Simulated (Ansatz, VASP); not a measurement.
**Os in VASP and in Ansatz**

```xyz
2
Lattice="2.7341 0.0000 0.0000 -1.3670 2.3678 0.0000 0.0000 0.0000 4.2765" Properties=species:S:1:pos:R:3 pbc="T T T"
Os    0.0000    1.5785    1.0691
Os    1.3670    0.7893    3.2074
```

Change from the starting cell: zz strain of -1 %, PAW files.

Alike in both runs: task electric field gradients; functional PBEsol; k mesh 17 × 17 × 10; occupations fermi-dirac, width 0.08 eV; no spin polarisation.

```csv
,VASP,Ansatz
version,VASP 6.6.1,Ansatz 0.2.0
potentials or method,"VASP PAW PBE potentials, release 64 (Os)","PAW with Ansatz's default frozen-core files, scalar-relativistic"
plane-wave cutoff (eV),520,420
valence electrons in the cell,16,32
```

|  | VASP | Ansatz | Ansatz less VASP |
| --- | --- | --- | --- |
| pressure (GPa) | 2.4 | 1.9 | -0.52 |
| traceless stress, the component that is largest in VASP (GPa) | 3.90 | 3.98 | +0.082 |
| size of Vzz on the site where it differs most (V/Å²) | 103.8 | 78.8 | -24.94 |

VASP's potentials were made for PBE, not for PBEsol. The functional is the same, so the differences come from potentials, cutoffs and numerics. VASP's potentials hold 16 valence electrons a cell and Ansatz's 32, so a difference there can come from the potentials and not from the codes.

Neither program's run includes spin-orbit coupling.
